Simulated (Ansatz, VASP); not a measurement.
**One calculation of SnSe2, two programs**

```
Sn Se
1.0
     3.92606    0.00000    0.00000
    -1.96303    3.40007    0.00000
     0.00000    0.00000    5.44270
Sn Se
1 2
Direct
  0.00000 0.00000 0.00000
  0.33333 0.66667 0.26513
  0.66667 0.33333 0.73487
```

Alike in both runs: task single point; functional PBE; dispersion D3(BJ); k mesh 12 × 12 × 6; occupations gaussian, width 0.03 eV; no spin polarisation.

|  | VASP | Ansatz |
| --- | --- | --- |
| version | VASP 6.6.1 | Ansatz 0.2.0 |
| potentials or method | VASP PAW PBE potentials, release 64 (Sn_d, Se), cutoff 500 eV | scalar-relativistic, plane waves, PAW |
| valence electrons in the cell | 26 | 46 |

```csv
,VASP,Ansatz,Ansatz less VASP
gap on the k mesh at the Fermi level (eV),none,none,-
pressure (GPa),4.2,4.1,-0.09
"traceless stress, the component that is largest in VASP (GPa)",3.42,3.44,+0.027
rms of the force components (eV/Å),0.474,0.467,-0.0071
```

Atom by atom the forces differ by 0.007 eV/Å (rms over components). A gap of «none» marks a metal or a gap that the smearing closes. VASP's potentials hold 26 valence electrons a cell and Ansatz's 46, so a difference there can come from the potentials and not from the codes.
